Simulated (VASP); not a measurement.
# P (Pm-3m) in VASP: a series of runs

The runs below take P through relaxation of cell and atoms, with LDA.

All numbers are computed with VASP 6.6.1; they aren't measurements. Logs are shortened: lines on timing, memory, paths and dates and some standing lists are left out, and cuts for length are marked.

## Step 1: The cell of the first run

It takes space group Pm-3m (No. 221, cubic). Conventional cell: a = 2.418 Å, b = 2.418 Å, c = 2.418 Å, α = 90.00°, β = 90.00°, γ = 90.00°. P (site symmetry m-3m) has 6 P at 2.42 Å within 3.2 Å.

## Step 2: Relaxation of cell and atoms, LDA

Input file INCAR:

```
PREC = Accurate ; ENCUT = 500
EDIFF = 1E-7 ; ISMEAR = 0
SIGMA = 0.02 ; LREAL = False
LASPH = True ; NELM = 120
ALGO = Normal ; ISIF = 3
LWAVE = False ; LCHARG = False
GGA = CA ; IBRION = 2
NSW = 80 ; EDIFFG = -0.03
GGA_COMPAT = False ; NELMIN = 4
```

Input file KPOINTS:

```
regular mesh
0
Gamma
  9 9 9
```

Input file POSCAR:

```
P
1.0
    2.4179900478      0.0000000000      0.0000000000
    0.0000000000      2.4179900478      0.0000000000
    0.0000000000      0.0000000000      2.4179900478
P
1
Direct
    0.0000000000      0.0000000000      0.0000000000
```

Potentials or basis: VASP PAW LDA potentials, release 64 (P).

Command:

```bash
cat potpaw_LDA.64/P/POTCAR > POTCAR
mpirun -np 1 vasp_std > vasp.out
```

OUTCAR:

```text
PREC = Accurate
   ENCUT = 500
   EDIFF = 1E-7
   ISMEAR = 0
   LREAL = False
   LASPH = True
   NELM = 120
   ISIF = 3
   GGA = CA
   IBRION = 2
   NSW = 80
   EDIFFG = -0.03
   NELMIN = 4

 ion  position               nearest neighbor table
   1  0.000  0.000  0.000-

  LATTYP: Found a simple cubic cell.
 ALAT       =     2.4179900478

  Lattice vectors:

 A1 = (   2.4179900478,   0.0000000000,   0.0000000000)
 A2 = (   0.0000000000,   2.4179900478,   0.0000000000)
 A3 = (   0.0000000000,   0.0000000000,   2.4179900478)

Analysis of symmetry for initial positions (statically):
=====================================================================
 Subroutine PRICEL returns:
 Original cell was already a primitive cell.

 Routine SETGRP: Setting up the symmetry group for a
 simple cubic supercell.

 Subroutine GETGRP returns: Found 48 space group operations
 (whereof 48 operations were pure point group operations)
 out of a pool of 48 trial point group operations.

The static configuration has the point symmetry O_h .

Analysis of symmetry for dynamics (positions and initial velocities):
=====================================================================
 Subroutine PRICEL returns:
 Original cell was already a primitive cell.

 Routine SETGRP: Setting up the symmetry group for a
 simple cubic supercell.

 Subroutine GETGRP returns: Found 48 space group operations
 (whereof 48 operations were pure point group operations)
 out of a pool of 48 trial point group operations.

The dynamic configuration has the point symmetry O_h .

 Subroutine INISYM returns: Found 48 space group operations
 (whereof 48 operations are pure point group operations),
 and found     1 'primitive' translations

----------------------------------------------------------------------------------------

                                     Primitive cell

  volume of cell :      14.1372

  direct lattice vectors                    reciprocal lattice vectors
     2.417990048  0.000000000  0.000000000     0.413566632  0.000000000  0.000000000
     0.000000000  2.417990048  0.000000000     0.000000000  0.413566632  0.000000000
     0.000000000  0.000000000  2.417990048     0.000000000  0.000000000  0.413566632

  length of vectors
     2.417990048  2.417990048  2.417990048     0.413566632  0.413566632  0.413566632

  position of ions in fractional coordinates (direct lattice)
     0.000000000  0.000000000  0.000000000

  ion indices of the primitive-cell ions
   primitive index   ion index
                 1           1

----------------------------------------------------------------------------------------

 KPOINTS: regular mesh

Automatic generation of k-mesh.
 Grid dimensions read from file:
 generate k-points for:    9    9    9

 Generating k-lattice:

  Cartesian coordinates                     Fractional coordinates (reciprocal lattice)
     0.045951848  0.000000000  0.000000000     0.111111111  0.000000000  0.000000000
     0.000000000  0.045951848  0.000000000     0.000000000  0.111111111  0.000000000
     0.000000000  0.000000000  0.045951848     0.000000000  0.000000000  0.111111111

  Length of vectors
     0.045951848  0.045951848  0.045951848

  Shift w.r.t. Gamma in fractional coordinates (k-lattice)
     0.000000000  0.000000000  0.000000000

 Subroutine IBZKPT returns following result:
 ===========================================

 Found     35 irreducible k-points:

 Following reciprocal coordinates:
            Coordinates               Weight
  0.000000  0.000000  0.000000      1.000000
  0.111111  0.000000  0.000000      6.000000
  0.222222  0.000000  0.000000      6.000000
  0.333333  0.000000  0.000000      6.000000
  0.444444  0.000000  0.000000      6.000000
  0.111111  0.111111  0.000000     12.000000
[... 16 lines left out ...]
  0.333333  0.333333  0.111111     24.000000
  0.444444  0.333333  0.111111     48.000000
 [... further k-points ...]
   k-points           NKPTS =     35   k-points in BZ     NKDIM =     35   number of bands    NBANDS=      6
   number of dos      NEDOS =    301   number of ions     NIONS =      1
   total plane-waves  NPLWV =   5832
   dimension x,y,z NGX =    18 NGY =   18 NGZ =   18
   dimension x,y,z NGXF=    36 NGYF=   36 NGZF=   36
   ions per type =               1
   NGX,Y,Z   is equivalent  to a cutoff of  12.38, 12.38, 12.38 a.u.
   NGXF,Y,Z  is equivalent  to a cutoff of  24.75, 24.75, 24.75 a.u.
 SYSTEM =  unknown system
   PREC   = accura    normal or accurate (medium, high low for compatibility)
   ISTART =      0    job   : 0-new  1-cont  2-samecut
   ICHARG =      2    charge: 1-file 2-atom 10-const
   ISPIN  =      1    spin polarized calculation?
   LNONCOLLINEAR =      F non collinear calculations
   LSORBIT =      F    spin-orbit coupling
   LASPH  =      T    aspherical Exc in radial PAW
   ENCUT  =  500.0 eV  36.75 Ry    6.06 a.u.   4.41  4.41  4.41*2*pi/ulx,y,z
   NELM   =    120;   NELMIN=  4; NELMDL= -5     # of ELM steps
   EDIFF  = 0.1E-06   stopping-criterion for ELM
   LREAL  =      F    real-space projection
   EDIFFG = -.3E-01   stopping-criterion for IOM
   NSW    =     80    number of steps for IOM
   IBRION =      2    ionic relax: 0-MD 1-quasi-New 2-CG
   NFREE  =      1    steps in history (QN), initial steepest desc. (CG)
   ISIF   =      3    stress and relaxation
   ISYM   =      2    0-nonsym 1-usesym 2-fastsym
   POTIM  = 0.5000    time-step for ionic-motion
   TEBEG  =    0.0;   TEEND  =   0.0 temperature during run
   PSTRESS=    0.0 pullay stress
   NELECT =       5.0000    total number of electrons
   NUPDOWN=      -1.0000    fix difference up-down
   EMIN   =  10.00;   EMAX   =-10.00  energy-range for DOS
   EFERMI =   0.00;   METHOD = LEGACY
   ISMEAR =     0;   SIGMA  =   0.02  broadening in eV -4-tet -1-fermi 0-gaus
   EFERMI_NEDOS =   21; number of points for ismear=-14 and -15
   IALGO  =     38    algorithm
   IMIX   =      4    mixing-type and parameters
     AMIX     =   0.40;   BMIX     =  1.00
     AMIX_MAG =   1.60;   BMIX_MAG =  1.00
  volume/ion in A,a.u.               =      14.14        95.40
  Fermi-wavevector in a.u.,A,eV,Ry     =   1.157738  2.187808 18.236671  1.340357
  Thomas-Fermi vector in A             =   2.294347
   LORBIT       =      0    0 simple, 1 ext, 2 COOP (PROOUT), +10 PAW based schemes
   GGA     = CA    functional components
   LHFCALC =     F    Hartree Fock is set to
   AEXX    =    0.0000 exact exchange contribution
   IVDW    =     0    specifies the selected vdW correction
   LEPSILON=     F    determine dielectric tensor
   LRPA    =     F    only Hartree local field effects (RPA)
 conjugate gradient relaxation of ions
 non-spin polarized calculation
 Gauss-broadening in eV      SIGMA  =   0.02
  energy-cutoff  :      500.00
  volume of cell :       14.14
 maximum number of plane-waves:       372
 NGX is ok and might be reduce to    18
   NGX =  9   NGY =  9   NGZ =  9

 number of electron       4.9999997 magnetization

 Free energy of the ion-electron system (eV)
  ---------------------------------------------------
  ext. energy  EPLUGINS =         0.00000000
  ---------------------------------------------------
  free energy    TOTEN  =        -6.04908160 eV

  energy without entropy =       -6.04853828  energy(sigma->0) =       -6.04880994

 E-fermi :  10.0985     XC(G=0): -11.5182

 val. band max:       10.0951090769   @ k =   0.3333   0.2222   0.0000
 cond. band min:      10.2578437784   @ k =   0.3333   0.2222   0.1111
 fundamental gap:      0.1627347016
 Fermi energy:        10.0985399497

 k-point     1 :       0.0000    0.0000    0.0000
  band No.  band energies     occupation
      1      -6.7427      2.00000
      2      15.1319      0.00000
      3      15.1319      0.00000
      4      15.1319      0.00000
      5      16.8255      0.00000
      6      16.8255      0.00000

 k-point     2 :       0.1111    0.0000    0.0000
  band No.  band energies     occupation
      1      -6.4550      2.00000
      2      11.6971      0.00000
      3      15.3577      0.00000
      4      15.3577      0.00000
      5      17.0539      0.00000
      6      19.8556      0.00000

 k-point     3 :       0.2222    0.0000    0.0000
  band No.  band energies     occupation
      1      -5.6030      2.00000
      2       7.7660      2.00000
      3      16.0103      0.00000
      4      16.0103      0.00000
      5      17.6979      0.00000
      6      22.3455      0.00000

 k-point     4 :       0.3333    0.0000    0.0000
  band No.  band energies     occupation
      1      -4.2391      2.00000
      2       4.2795      2.00000
      3      16.9792      0.00000
      4      16.9792      0.00000
      5      18.5959      0.00000
      6      24.2581      0.00000

 k-point     5 :       0.4444    0.0000    0.0000
  band No.  band energies     occupation
      1      -2.6472      2.00000
      2       1.6121      2.00000
      3      17.8831      0.00000
      4      17.8831      0.00000
      5      19.3417      0.00000
      6      24.7761      0.00000

 k-point     6 :       0.1111    0.1111    0.0000
  band No.  band energies     occupation
      1      -6.1676      2.00000
      2      11.4536      0.00000
      3      12.5536      0.00000
      4      15.5826      0.00000
      5      18.7769      0.00000
      6      21.5198      0.00000

 k-point     7 :       0.2222    0.1111    0.0000
  band No.  band energies     occupation
      1      -5.3163      2.00000
      2       7.9866      2.00000
      3      12.8180      0.00000
      4      16.2326      0.00000
      5      19.7026      0.00000
      6      23.9641      0.00000

 k-point     8 :       0.3333    0.1111    0.0000
  band No.  band energies     occupation
      1      -3.9530      2.00000
      2       4.5336      2.00000
      3      13.8417      0.00000
      4      17.1970      0.00000
      5      20.6885      0.00000
      6      23.3960      0.00000
[... 91 lines left out ...]
 k-point    19 :       0.4444    0.1111    0.1111
  band No.  band energies     occupation
      1      -2.0735      2.00000
      2       2.1344      2.00000
      3      14.2551      0.00000
      4      16.4020      0.00000
      5      21.2859      0.00000
      6      21.9963      0.00000

 k-point    20 :       0.2222    0.2222    0.1111
  band No.  band energies     occupation
      1      -4.1811      2.00000
      2       8.3630      2.00000
      3       9.6883      2.00000
      4      14.2186      0.00000
      5      22.7180      0.00000
      6      24.5657      0.00000

 k-point    21 :       0.3333    0.2222    0.1111
  band No.  band energies     occupation
      1      -2.8208      2.00000
      2       5.5068      2.00000
      3      10.2578      0.00000
      4      15.2567      0.00000
      5      19.7915      0.00000
      6      24.4109      0.00000

 k-point    22 :       0.4444    0.2222    0.1111
  band No.  band energies     occupation
      1      -1.2224      2.00000
      2       2.8945      2.00000
      3      11.3041      0.00000
      4      16.3856      0.00000
      5      17.5952      0.00000
      6      22.4080      0.00000

 k-point    23 :       0.3333    0.3333    0.1111
  band No.  band energies     occupation
      1      -1.4606      2.00000
      2       6.1263      2.00000
      3       7.4586      2.00000
      4      15.8147      0.00000
      5      16.9219      0.00000
      6      25.3149      0.00000

 k-point    24 :       0.4444    0.3333    0.1111
  band No.  band energies     occupation
      1       0.1558      2.00000
      2       4.0466      2.00000
      3       8.0614      2.00000
      4      14.0456      0.00000
      5      17.4517      0.00000
      6      23.4508      0.00000

 [... further k-points ...]
[... 5 lines left out ...]
  --------------------------------------------------------------------------------------
  -------------------------------------------------------------------------------------
  Total       -0.0194475     -0.0194475     -0.0194475      0.0000000     -0.0000000     -0.0000000
  in kB       -2.2039965     -2.2039965     -2.2039965      0.0000000     -0.0000000     -0.0000000
  external PRESSURE =      -2.2039965 kB  Pullay stress =       0.0000000 kB

 VOLUME and BASIS-vectors are now :
 -----------------------------------------------------------------------------
  energy-cutoff  :      500.00
  volume of cell :       14.14
      direct lattice vectors                 reciprocal lattice vectors
     2.417990048  0.000000000  0.000000000     0.413566632  0.000000000  0.000000000
     0.000000000  2.417990048  0.000000000     0.000000000  0.413566632  0.000000000
     0.000000000  0.000000000  2.417990048     0.000000000  0.000000000  0.413566632

 POSITION                                       TOTAL-FORCE (eV/Angst)
 -----------------------------------------------------------------------------------
      0.00000      0.00000      0.00000         0.000000      0.000000      0.000000
 -----------------------------------------------------------------------------------
    total drift:                               -0.000000      0.000000      0.000000

  FREE ENERGIE OF THE ION-ELECTRON SYSTEM (eV)
  ---------------------------------------------------
  free  energy   TOTEN  =        -6.0490816040 eV

  energy  without entropy=       -6.0485382842  energy(sigma->0) =       -6.04880994

 reached required accuracy - stopping structural energy minimisation
```

Wall time 1.2 s (1 thread of Intel Xeon 6975P-C (Granite Rapids), shared host); peak memory 0.1 GiB.

What came out:

```
Free energy             : -6.0491 eV
Pressure after relaxing : -0.2 GPa
```

Final structure:
```xyz
1
Lattice="2.4180 0.0000 0.0000 0.0000 2.4180 0.0000 0.0000 0.0000 2.4180" Properties=species:S:1:pos:R:3 pbc="T T T"
P     0.0000    0.0000    0.0000
```

Levels at points of the mesh, in eV from the Fermi level:
```csv
k point,band 1,band 2,band 3,band 4,band 5,band 6
"(0.00, 0.00, 0.00)",-16.84,5.03,5.03,5.03,6.73,6.73
```

Caveat: the relaxation stopped at its first step, so nothing moved.

## Step 3: Relaxation of cell and atoms, LDA

This run uses another cell than the first one, of 16.19 Å³/atom, 1.146 times its volume.

Input file INCAR:

```
ALGO = Normal
EDIFF = 1E-7
EDIFFG = -0.03
ENCUT = 500
GGA_COMPAT = False
IBRION = 2
ISIF = 3
ISMEAR = 0
LASPH = True
LCHARG = False
LREAL = False
LWAVE = False
NELM = 120
NELMIN = 4
NSW = 80
PREC = Accurate
SIGMA = 0.02
```

Input file KPOINTS:

```
k-points
0
Gamma
  9 9 9
```

Input file POSCAR:

```
P
1.0
    2.5300000000      0.0000000000      0.0000000000
    0.0000000000      2.5300000000      0.0000000000
    0.0000000000      0.0000000000      2.5300000000
P
1
Direct
    0.0000000000      0.0000000000      0.0000000000
```

Potentials or basis: VASP PAW LDA potentials, release 64 (P).

Command:

```bash
cat potpaw_LDA.64/P/POTCAR > POTCAR
mpirun -np 1 vasp_std > vasp.out
```

OUTCAR:

```text
EDIFF = 1E-7
   EDIFFG = -0.03
   ENCUT = 500
   IBRION = 2
   ISIF = 3
   ISMEAR = 0
   LASPH = True
   LREAL = False
   NELM = 120
   NELMIN = 4
   NSW = 80
   PREC = Accurate

 ion  position               nearest neighbor table
   1  0.000  0.000  0.000-

  LATTYP: Found a simple cubic cell.
 ALAT       =     2.5300000000

  Lattice vectors:

 A1 = (   2.5300000000,   0.0000000000,   0.0000000000)
 A2 = (   0.0000000000,   2.5300000000,   0.0000000000)
 A3 = (   0.0000000000,   0.0000000000,   2.5300000000)

Analysis of symmetry for initial positions (statically):
=====================================================================
 Subroutine PRICEL returns:
 Original cell was already a primitive cell.

 Routine SETGRP: Setting up the symmetry group for a
 simple cubic supercell.

 Subroutine GETGRP returns: Found 48 space group operations
[... 169 lines left out ...]
 cond. band min:       8.2605235145   @ k =   0.3333   0.2222   0.2222
 fundamental gap:      0.1078358503
 Fermi energy:         8.2597837578

 k-point     1 :       0.0000    0.0000    0.0000
  band No.  band energies     occupation
      1      -7.3036      2.00000
      2      12.5218      0.00000
      3      12.5218      0.00000
      4      12.5218      0.00000
      5      15.1071      0.00000
      6      15.1071      0.00000
[... 276 lines left out ...]
--------------------------------------- Ionic step        3  -------------------------------------------

 number of electron       4.9999997 magnetization

 Free energy of the ion-electron system (eV)
  ---------------------------------------------------
  ext. energy  EPLUGINS =         0.00000000
  ---------------------------------------------------
  free energy    TOTEN  =        -6.04941720 eV

  energy without entropy =       -6.04888429  energy(sigma->0) =       -6.04915074

 E-fermi :  10.2232     XC(G=0): -11.5545

 val. band max:       10.2189825631   @ k =   0.4444   0.4444   0.4444
 cond. band min:      10.3804199680   @ k =   0.3333   0.2222   0.1111
 fundamental gap:      0.1614374049
 Fermi energy:        10.2231860660

 k-point     1 :       0.0000    0.0000    0.0000
  band No.  band energies     occupation
      1      -6.7083      2.00000
      2      15.2983      0.00000
      3      15.2983      0.00000
      4      15.2983      0.00000
      5      16.9347      0.00000
      6      16.9347      0.00000
[... 235 lines left out ...]
  FREE ENERGIE OF THE ION-ELECTRON SYSTEM (eV)
  ---------------------------------------------------
  free  energy   TOTEN  =        -6.0494171967 eV

  energy  without entropy=       -6.0488842906  energy(sigma->0) =       -6.04915074

 reached required accuracy - stopping structural energy minimisation
```

OSZICAR:

```text
N       E                     dE             d eps       ncg     rms          rms(c)
DAV:   1     0.113614243322E+01    0.11361E+01   -0.19526E+03   444   0.564E+02
DAV:   2    -0.585267816235E+01   -0.69888E+01   -0.65422E+01   564   0.636E+01
DAV:   3    -0.595868153800E+01   -0.10600E+00   -0.10421E+00   534   0.868E+00
[... 20 lines left out ...]
DAV:   3    -0.604947829314E+01    0.68304E-02   -0.14886E-02   450   0.797E-01    0.133E-01
DAV:   4    -0.604944288878E+01    0.35404E-04   -0.87645E-05   522   0.911E-02    0.833E-02
DAV:   5    -0.604941889660E+01    0.23992E-04   -0.62608E-06   450   0.218E-02    0.180E-02
DAV:   6    -0.604941719009E+01    0.17065E-05   -0.39382E-06   510   0.134E-02    0.141E-03
DAV:   7    -0.604941719674E+01   -0.66437E-08   -0.17666E-08   372   0.137E-03
   3 F= -.60494172E+01 E0= -.60491507E+01  d E =-.980793E-01
```

Wall time 2.1 s (1 thread of Intel Xeon 6975P-C (Granite Rapids), shared host); peak memory 0.11 GiB.

What came out:

* Free energy: -6.0494 eV
* Relaxed volume: 14.02 Å³/atom
* Relaxed cell: a = 2.411 Å, b = 2.411 Å, c = 2.411 Å, α = 90.00°, β = 90.00°, γ = 90.00°
* Space group after relaxing (to 0.05 Å): Pm-3m (No. 221)
* Energy gained by relaxing: 98.1 meV/atom
* Ionic steps: 3
* Pressure after relaxing: 0.1 GPa

Step by step:
| step | energy change (eV) | largest force (eV/Å) | pressure (GPa) | volume (Å³) |
| --- | --- | --- | --- | --- |
| 1 | 0.0000 | 0.0000 | -13.50 | 16.19 |
| 2 | -0.0820 | 0.0000 | 7.87 | 13.20 |
| 3 | -0.0981 | 0.0000 | 0.09 | 14.02 |

Final structure:
```yaml
crystal:
  lattice:
    - [2.41129, 0.00000, 0.00000]
    - [0.00000, 2.41129, 0.00000]
    - [0.00000, 0.00000, 2.41129]
  atoms:
    - { symbol: P, position: [0.00000, 0.00000, 0.00000] }
```
